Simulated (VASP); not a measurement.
# MnN in VASP: a series of runs

The runs below take MnN through single point, with PBE.

Everything below comes from runs of VASP 6.6.1. Logs are shortened: lines on timing, memory, paths and dates and some standing lists are left out, and cuts for length are marked.

### Step 1. The cell of the first run

The cell holds a cluster in a box, 2 atoms: a = 8.000 Å, b = 8.000 Å, c = 8.000 Å, α = 90.00°, β = 90.00°, γ = 90.00°.

### Step 2. Single point, PBE, collinear spin, ferrimagnetic start

INCAR reads:

```
SYSTEM = MnN
PREC = Accurate
ENCUT = 520
EDIFF = 1E-6
ISMEAR = -1
SIGMA = 0.05
LREAL = .False.
LASPH = .True.
NELM = 200
ALGO = Normal
ISIF = 2
LWAVE = .False.
LCHARG = .False.
ISPIN = 2
MAGMOM = 3.46 -0.68
LORBIT = 11
LMAXMIX = 4
GGA = PE
NBANDS = 20
GGA_COMPAT = .False.
```

KPOINTS reads:

```
Automatic mesh
0
Gamma
  1 1 1
  0 0 0
```

POSCAR reads:

```
MnN
1.0
    8.0000000000      0.0000000000      0.0000000000
    0.0000000000      8.0000000000      0.0000000000
    0.0000000000      0.0000000000      8.0000000000
Mn N
1 1
Direct
    0.3625000000      0.5000000000      0.5000000000
    0.3625000000      0.6745625000      0.7327500000
```

Potentials or basis: VASP PAW PBE potentials, release 64 (Mn_pv, N).

Run with:

```bash
> cat potpaw_PBE.64/Mn_pv/POTCAR potpaw_PBE.64/N/POTCAR > POTCAR
> mpirun -np 1 vasp_gam > vasp.out
```

OUTCAR:

```text
SYSTEM = MnN
   PREC = Accurate
   ENCUT = 520
   EDIFF = 1E-6
   ISMEAR = -1
   LREAL = .False.
   LASPH = .True.
   NELM = 200
   ISIF = 2
   ISPIN = 2
   LORBIT = 11
   GGA = PE

 ion  position               nearest neighbor table
   1  0.362  0.500  0.500-   2 2.33
   2  0.362  0.675  0.733-   1 2.33

  LATTYP: Found a simple cubic cell.
 ALAT       =     8.0000000000

  Lattice vectors:

 A1 = (   8.0000000000,   0.0000000000,   0.0000000000)
 A2 = (   0.0000000000,   8.0000000000,   0.0000000000)
 A3 = (   0.0000000000,   0.0000000000,   8.0000000000)

Analysis of symmetry for initial positions (statically):
=====================================================================
 Subroutine PRICEL returns:
 Original cell was already a primitive cell.

 Routine SETGRP: Setting up the symmetry group for a
 simple cubic supercell.

 Subroutine GETGRP returns: Found  2 space group operations
 (whereof  1 operations were pure point group operations)
 out of a pool of 48 trial point group operations.

The static configuration has the point symmetry C_1 .
 The point group associated with its full space group is C_1h.

Analysis of symmetry for dynamics (positions and initial velocities):
=====================================================================
 Subroutine PRICEL returns:
 Original cell was already a primitive cell.

 Routine SETGRP: Setting up the symmetry group for a
 simple cubic supercell.

 Subroutine GETGRP returns: Found  2 space group operations
 (whereof  1 operations were pure point group operations)
 out of a pool of 48 trial point group operations.

The dynamic configuration has the point symmetry C_1 .
 The point group associated with its full space group is C_1h.

Analysis of structural, dynamic, and magnetic symmetry:
=====================================================================
 Subroutine PRICEL returns:
 Original cell was already a primitive cell.

 Routine SETGRP: Setting up the symmetry group for a
 simple cubic supercell.

 Subroutine GETGRP returns: Found  2 space group operations
 (whereof  1 operations were pure point group operations)
 out of a pool of 48 trial point group operations.

The overall configuration has the point symmetry C_1 .
 The point group associated with its full space group is C_1h.

 Subroutine INISYM returns: Found  2 space group operations
 (whereof  1 operations are pure point group operations),
 and found     1 'primitive' translations

----------------------------------------------------------------------------------------

                                     Primitive cell

  volume of cell :     512.0000

  direct lattice vectors                    reciprocal lattice vectors
     8.000000000  0.000000000  0.000000000     0.125000000  0.000000000  0.000000000
     0.000000000  8.000000000  0.000000000     0.000000000  0.125000000  0.000000000
     0.000000000  0.000000000  8.000000000     0.000000000  0.000000000  0.125000000

  length of vectors
     8.000000000  8.000000000  8.000000000     0.125000000  0.125000000  0.125000000

  position of ions in fractional coordinates (direct lattice)
     0.362500000  0.500000000  0.500000000
     0.362500000  0.674562500  0.732750000

  ion indices of the primitive-cell ions
   primitive index   ion index
                 1           1
                 2           2

----------------------------------------------------------------------------------------

 KPOINTS: Automatic mesh

Automatic generation of k-mesh.
 Grid dimensions read from file:
 generate k-points for:    1    1    1

 Generating k-lattice:

  Cartesian coordinates                     Fractional coordinates (reciprocal lattice)
     0.125000000  0.000000000  0.000000000     1.000000000  0.000000000  0.000000000
     0.000000000  0.125000000  0.000000000     0.000000000  1.000000000  0.000000000
     0.000000000  0.000000000  0.125000000     0.000000000  0.000000000  1.000000000

  Length of vectors
     0.125000000  0.125000000  0.125000000

  Shift w.r.t. Gamma in fractional coordinates (k-lattice)
     0.000000000  0.000000000  0.000000000

 Subroutine IBZKPT returns following result:
 ===========================================

 Found      1 irreducible k-points:

 Following reciprocal coordinates:
            Coordinates               Weight
  0.000000  0.000000  0.000000      1.000000
   k-points           NKPTS =      1   k-points in BZ     NKDIM =      1   number of bands    NBANDS=     20
   number of dos      NEDOS =    301   number of ions     NIONS =      2
   total plane-waves  NPLWV = 216000
   dimension x,y,z NGX =    60 NGY =   60 NGZ =   60
   dimension x,y,z NGXF=   120 NGYF=  120 NGZF=  120
   ions per type =               1   1
   NGX,Y,Z   is equivalent  to a cutoff of  12.47, 12.47, 12.47 a.u.
   NGXF,Y,Z  is equivalent  to a cutoff of  24.94, 24.94, 24.94 a.u.
 SYSTEM =  MnN
   PREC   = accura    normal or accurate (medium, high low for compatibility)
   ISTART =      0    job   : 0-new  1-cont  2-samecut
   ICHARG =      2    charge: 1-file 2-atom 10-const
   ISPIN  =      2    spin polarized calculation?
   LNONCOLLINEAR =      F non collinear calculations
   LSORBIT =      F    spin-orbit coupling
   LASPH  =      T    aspherical Exc in radial PAW
   ENCUT  =  520.0 eV  38.22 Ry    6.18 a.u.  14.87 14.87 14.87*2*pi/ulx,y,z
   NELM   =    200;   NELMIN=  2; NELMDL= -5     # of ELM steps
   EDIFF  = 0.1E-05   stopping-criterion for ELM
   LREAL  =      F    real-space projection
   EDIFFG = 0.1E-04   stopping-criterion for IOM
   NSW    =      0    number of steps for IOM
   IBRION =     -1    ionic relax: 0-MD 1-quasi-New 2-CG
   NFREE  =      0    steps in history (QN), initial steepest desc. (CG)
   ISIF   =      2    stress and relaxation
   ISYM   =      2    0-nonsym 1-usesym 2-fastsym
   POTIM  = 0.5000    time-step for ionic-motion
   TEBEG  =    0.0;   TEEND  =   0.0 temperature during run
   PSTRESS=    0.0 pullay stress
   NELECT =      18.0000    total number of electrons
   NUPDOWN=      -1.0000    fix difference up-down
   EMIN   =  10.00;   EMAX   =-10.00  energy-range for DOS
   EFERMI =   0.00;   METHOD = LEGACY
   ISMEAR =    -1;   SIGMA  =   0.05  broadening in eV -4-tet -1-fermi 0-gaus
   EFERMI_NEDOS =   21; number of points for ismear=-14 and -15
   IALGO  =     38    algorithm
   IMIX   =      4    mixing-type and parameters
     AMIX     =   0.40;   BMIX     =  1.00
     AMIX_MAG =   1.60;   BMIX_MAG =  1.00
  volume/ion in A,a.u.               =     256.00      1727.57
  Fermi-wavevector in a.u.,A,eV,Ry     =   0.536302  1.013463  3.913298  0.287619
  Thomas-Fermi vector in A             =   1.561559
   LORBIT       =     11    0 simple, 1 ext, 2 COOP (PROOUT), +10 PAW based schemes
   GGA     = PE    functional components
   LHFCALC =     F    Hartree Fock is set to
   AEXX    =    0.0000 exact exchange contribution
   IVDW    =     0    specifies the selected vdW correction
   LEPSILON=     F    determine dielectric tensor
   LRPA    =     F    only Hartree local field effects (RPA)
 spin polarized calculation
  energy-cutoff  :      520.00
  volume of cell :      512.00
 maximum number of plane-waves:      6903
 NGX is ok and might be reduce to    60
   NGX = 29   NGY = 29   NGZ = 29

 number of electron      18.0000004 magnetization       3.7720644

 Free energy of the ion-electron system (eV)
  ---------------------------------------------------
  ext. energy  EPLUGINS =         0.00000000
  ---------------------------------------------------
  free energy    TOTEN  =        -9.68646490 eV

  energy without entropy =       -9.64711861  energy(sigma->0) =       -9.66679176

 E-fermi :  -3.4385     XC(G=0):  -1.9105

 val. band max:       -3.5408647695   @ k =   0.0000   0.0000   0.0000
 cond. band min:      -3.3231598471   @ k =   0.0000   0.0000   0.0000
 fundamental gap:      0.2177049224
 Fermi energy:        -3.4385282962

 spin component 1

 k-point     1 :       0.0000    0.0000    0.0000
  band No.  band energies     occupation
      1     -55.3725      1.00000
      2     -55.3160      1.00000
      3     -55.1350      1.00000
      4     -14.3861      1.00000
      5      -7.6538      1.00000
      6      -7.5859      1.00000
      7      -7.4985      1.00000
      8      -7.4763      1.00000
      9      -7.3985      1.00000
     10      -5.6298      1.00000
     11      -3.5409      0.88562
     12      -2.8789      0.00001
     13      -2.8572      0.00001
     14      -0.8218      0.00000
     15      -0.6999      0.00000
     16      -0.0770      0.00000
     17       0.7762      0.00000
     18       1.3480      0.00000
     19       1.6962      0.00000
     20       2.4512      0.00000
 Fermi energy:        -3.4385282962

 spin component 2

 k-point     1 :       0.0000    0.0000    0.0000
  band No.  band energies     occupation
      1     -50.5831      1.00000
      2     -50.5673      1.00000
      3     -50.3814      1.00000
      4     -17.0149      1.00000
      5      -6.0255      1.00000
      6      -6.0181      1.00000
      7      -5.6009      1.00000
      8      -3.3232      0.09051
      9      -3.2370      0.01746
     10      -3.1851      0.00625
     11      -2.9650      0.00008
     12      -2.9455      0.00005
     13      -2.0473      0.00000
     14       0.4236      0.00000
     15       0.4269      0.00000
     16       0.4604      0.00000
     17       1.6416      0.00000
     18       1.8425      0.00000
     19       1.9562      0.00000
     20       2.9917      0.00000

------------------------ aborting loop because EDIFF is reached ----------------------------------------

  FORCE on cell =-STRESS in cart. coord.  units (eV):
  Direction    XX          YY          ZZ          XY          YZ          ZX
  --------------------------------------------------------------------------------------
  -------------------------------------------------------------------------------------
  Total       -0.0919283     -1.9031056     -3.3618112      0.0000000     -2.3483961      0.0000000
  in kB       -0.2876667     -5.9552983    -10.5199566      0.0000000     -7.3487245      0.0000000
  external PRESSURE =      -5.5876405 kB  Pullay stress =       0.0000000 kB

 VOLUME and BASIS-vectors are now :
 -----------------------------------------------------------------------------
  energy-cutoff  :      520.00
  volume of cell :      512.00
      direct lattice vectors                 reciprocal lattice vectors
     8.000000000  0.000000000  0.000000000     0.125000000  0.000000000  0.000000000
     0.000000000  8.000000000  0.000000000     0.000000000  0.125000000  0.000000000
     0.000000000  0.000000000  8.000000000     0.000000000  0.000000000  0.125000000

 POSITION                                       TOTAL-FORCE (eV/Angst)
 -----------------------------------------------------------------------------------
      2.90000      4.00000      4.00000         0.000000      1.284886      1.693375
      2.90000      5.39650      5.86200         0.000000     -1.284886     -1.693375
 -----------------------------------------------------------------------------------
    total drift:                               -0.000000     -0.000116      0.000147

  FREE ENERGIE OF THE ION-ELECTRON SYSTEM (eV)
  ---------------------------------------------------
  free  energy   TOTEN  =        -9.6864648998 eV

  energy  without entropy=       -9.6471186117  energy(sigma->0) =       -9.66679176

 total charge

# of ion       s       p       d       tot
------------------------------------------
    1        0.337   6.047   4.818  11.202
    2        1.336   2.007   0.000   3.343
--------------------------------------------------
tot          1.674   8.054   4.818  14.545

 magnetization (x)

# of ion       s       p       d       tot
------------------------------------------
    1        0.222   0.042   4.351   4.615
    2       -0.024  -1.104   0.000  -1.129
--------------------------------------------------
tot          0.198  -1.062   4.351   3.486
```

It took 4.9 min on 1 thread of Intel Xeon 6975P-C (Granite Rapids), shared host; peak memory 0.64 GiB.

What came out:

```
Free energy                                           : -9.6865 eV
Largest force                                         : 2.126 eV/Å
Gap between the frontier levels                       : 0.22 eV
Net moment                                            : 3.77 μB per cell
Site moments                                          : Mn +4.62; N -1.13 μB
Valence electrons inside the program's atomic spheres : Mn 11.20; N 3.34
```

Forces on the atoms (eV/Å):
```
Mn   0.000  1.285  1.693
N    0.000 -1.285 -1.693
```

Levels at points of the mesh, in eV from the valence-band top:
Spin up:
| k point | band 9 | band 10 | band 11 | band 12 | band 13 | band 14 |
| --- | --- | --- | --- | --- | --- | --- |
| (0.00, 0.00, 0.00) | -3.86 | -2.09 | 0.00 | 0.66 | 0.68 | 2.72 |
Spin down:
```tsv
k point	band 3	band 4	band 5	band 6	band 7	band 8	band 9	band 10	band 11	band 12
(0.00, 0.00, 0.00)	-46.84	-13.47	-2.48	-2.48	-2.06	0.22	0.30	0.36	0.58	0.60
```

### Step 3. Single point, PBE, collinear spin, ferrimagnetic start

INCAR reads:

```
ALGO = Normal
EDIFF = 1E-6
ENCUT = 520
GGA = PE
GGA_COMPAT = F
ISIF = 2
ISMEAR = -1
ISPIN = 2
LASPH = T
LCHARG = F
LMAXMIX = 4
LORBIT = 11
LREAL = F
LWAVE = F
MAGMOM = 3.46 -0.68
NBANDS = 20
NELM = 200
PREC = Accurate
SIGMA = 0.05
```

KPOINTS reads:

```
k-points
0
Gamma
  1 1 1
```

POSCAR reads:

```
MnN
1.0
    8.0000080000      0.0000000000      0.0000000000
    0.0000000000      8.0000080000      0.0000000000
    0.0000000000      0.0000000000      8.0000080000
Mn N
1 1
Direct
    0.3625000000      0.5000000000      0.5000000000
    0.3625000000      0.6745625000      0.7327500000
```

Potentials or basis: VASP PAW PBE potentials, release 64 (Mn_pv, N).

Run with:

```bash
> cat potpaw_PBE.64/Mn_pv/POTCAR potpaw_PBE.64/N/POTCAR > POTCAR
> mpirun -np 1 vasp_gam > vasp.out
```

OUTCAR:

```text
EDIFF = 1E-6
   ENCUT = 520
   GGA = PE
   ISIF = 2
   ISMEAR = -1
   ISPIN = 2
   LASPH = T
   LORBIT = 11
   LREAL = F
   NELM = 200
   PREC = Accurate

 ion  position               nearest neighbor table
   1  0.362  0.500  0.500-   2 2.33
   2  0.362  0.675  0.733-   1 2.33

  LATTYP: Found a simple cubic cell.
 ALAT       =     8.0000080000

  Lattice vectors:

 A1 = (   8.0000080000,   0.0000000000,   0.0000000000)
 A2 = (   0.0000000000,   8.0000080000,   0.0000000000)
 A3 = (   0.0000000000,   0.0000000000,   8.0000080000)

[... 233 lines left out ...]
  external PRESSURE =      -5.6249060 kB  Pullay stress =       0.0000000 kB

 VOLUME and BASIS-vectors are now :
 -----------------------------------------------------------------------------
  energy-cutoff  :      520.00
  volume of cell :      512.00
      direct lattice vectors                 reciprocal lattice vectors
     8.000008000  0.000000000  0.000000000     0.124999875  0.000000000  0.000000000
     0.000000000  8.000008000  0.000000000     0.000000000  0.124999875  0.000000000
     0.000000000  0.000000000  8.000008000     0.000000000  0.000000000  0.124999875

 POSITION                                       TOTAL-FORCE (eV/Angst)
 -----------------------------------------------------------------------------------
      2.90000      4.00000      4.00000         0.000000      1.284298      1.693041
      2.90000      5.39651      5.86201         0.000000     -1.284298     -1.693041
 -----------------------------------------------------------------------------------
    total drift:                               -0.000000     -0.000245     -0.000127

  FREE ENERGIE OF THE ION-ELECTRON SYSTEM (eV)
  ---------------------------------------------------
  free  energy   TOTEN  =        -9.6864575924 eV

  energy  without entropy=       -9.6471451097  energy(sigma->0) =       -9.66680135

 total charge

# of ion       s       p       d       tot
------------------------------------------
    1        0.337   6.047   4.818  11.202
    2        1.336   2.007   0.000   3.343
--------------------------------------------------
tot          1.674   8.054   4.818  14.545

 magnetization (x)

# of ion       s       p       d       tot
------------------------------------------
    1        0.222   0.042   4.351   4.616
    2       -0.024  -1.105   0.000  -1.129
--------------------------------------------------
tot          0.198  -1.062   4.351   3.487
```

OSZICAR:

```text
N       E                     dE             d eps       ncg     rms          rms(c)
DAV:   1     0.814687953218E+02    0.81469E+02   -0.78821E+03    96   0.582E+02
DAV:   2     0.630851575773E+01   -0.75160E+02   -0.69802E+02    88   0.153E+02
[... 13 lines left out ...]
DAV:  93    -0.968644130150E+01   -0.47864E-05   -0.82524E-05    80   0.283E-02    0.187E-02
DAV:  94    -0.968644799008E+01   -0.66886E-05   -0.16352E-05    84   0.180E-02    0.134E-02
DAV:  95    -0.968645097198E+01   -0.29819E-05   -0.10365E-05    92   0.909E-03    0.114E-02
DAV:  96    -0.968645221559E+01   -0.12436E-05   -0.31098E-05    80   0.171E-02    0.108E-02
DAV:  97    -0.968645679986E+01   -0.45843E-05   -0.16541E-05    80   0.158E-02    0.401E-03
DAV:  98    -0.968645759239E+01   -0.79253E-06   -0.78806E-06    88   0.829E-03
   1 F= -.96864576E+01 E0= -.96668014E+01  d E =-.393125E-01  mag=     3.7713
```

It took 5 min on 1 thread of Intel Xeon 6975P-C (Granite Rapids), shared host; peak memory 0.63 GiB.

What came out:

```
Free energy                                           : -9.6865 eV
Largest force                                         : 2.125 eV/Å
Gap between the frontier levels                       : 0.22 eV
Net moment                                            : 3.77 μB per cell
Site moments                                          : Mn +4.62; N -1.13 μB
Valence electrons inside the program's atomic spheres : Mn 11.20; N 3.34
```

Forces in eV/Å, atoms in the order of the input:
```
Mn   0.000  1.284  1.693
N    0.000 -1.284 -1.693
```

Levels at points of the mesh, in eV from the valence-band top:
Spin up:
| k point | band 8 | band 9 | band 10 | band 11 | band 12 | band 13 | band 14 | band 15 |
| --- | --- | --- | --- | --- | --- | --- | --- | --- |
| (0.00, 0.00, 0.00) | -3.93 | -3.86 | -2.09 | 0.00 | 0.66 | 0.68 | 2.72 | 2.84 |
Spin down:
```tsv
k point	band 5	band 6	band 7	band 8	band 9	band 10
(0.00, 0.00, 0.00)	-2.49	-2.48	-2.06	0.22	0.30	0.36
```
